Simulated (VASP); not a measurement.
A run of VASP 6.6.1:

INCAR

```
SYSTEM = CdS
  PREC = Accurate
  ENCUT = 520
  EDIFF = 1E-6
  ISMEAR = -1
  SIGMA = 0.05
  LREAL = .FALSE.
  LASPH = .TRUE.
  NELM = 80
  ALGO = Normal
  ISIF = 2
  LWAVE = .FALSE.
  LCHARG = .FALSE.
  GGA = RE
  NBANDS = 16
```

Contents of KPOINTS:

```
regular mesh
0
G
  7 7 5
  0 0 0
```

File POSCAR:

```
CdS
1.0
    4.2850401664      0.0000000000      0.0000000000
   -2.1425200832      3.7109536403      0.0000000000
    0.0000000000      0.0000000000      6.3614748838
Cd S
1 1
Direct
    0.0000000000      0.0000000000      0.4365500384
    0.6666666667      0.3333333333      0.4404499616
```

Potentials or basis: VASP PAW PBE potentials, release 64 (Cd, S).

Launch:

```sh
$ cat potpaw_PBE.64/Cd/POTCAR potpaw_PBE.64/S/POTCAR > POTCAR
$ mpirun -np 1 vasp_std > vasp.out
```

Hardware: 1 thread of AMD EPYC 7R13, on a shared host.

Q: Estimate the wall time of this run.

A: Wall time 87 s on 1 thread of AMD EPYC 7R13, on a shared host, peak memory 0.2 GiB. Counts: scf iterations 15, k points 32.
